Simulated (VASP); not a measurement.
A run of VASP 6.6.1:

INCAR

```
SYSTEM = Au
ALGO     = Normal         ! electronic algorithm
EDIFF    = 1E-7           ! SCF threshold, eV
EDIFFG   = -0.01          ! ionic threshold
ENCUT    = 500            ! plane-wave cutoff, eV
GGA      = PS             ! functional
GGA_COMPAT= .FALSE.      
IBRION   = 2              ! ionic algorithm
ISIF     = 3              ! what is computed and relaxed
ISMEAR   = 0              ! smearing method
LASPH    = .TRUE.         ! aspherical terms in the spheres
LCHARG   = .FALSE.        ! write CHGCAR
LREAL    = .FALSE.        ! projectors in reciprocal space
LWAVE    = .FALSE.        ! write WAVECAR
NELM     = 120            ! most SCF steps
NELMIN   = 4            
NSW      = 80             ! ionic steps
PREC     = Accurate       ! precision mode
SIGMA    = 0.1            ! smearing width, eV
```

File KPOINTS:

```
k-points
0
G
  7 7 7
  0 0 0
```

File POSCAR:

```
Au
1.0
    0.0000000000      2.8000000000      2.8000000000
    2.8000000000      0.0000000000      2.8000000000
    2.8000000000      2.8000000000      0.0000000000
Au
2
Direct
    0.0000000000      0.0000000000      0.0000000000
    0.2500000000      0.2500000000      0.2500000000
```

Potentials or basis: VASP PAW PBE potentials, release 64 (Au).

Run with:

```bash
$ cat potpaw_PBE.64/Au/POTCAR > POTCAR
$ mpirun -np 1 vasp_std > vasp.out
```

Hardware: 1 thread of Intel Xeon 8259CL (shared host).

**Question.** How long does it take, and how much memory?

**Answer.** Run time: 110 s on 1 thread of Intel Xeon 8259CL, with other jobs on the host, peak memory 0.17 GiB. Counts: scf iterations 47, k points 20, ion steps 5.
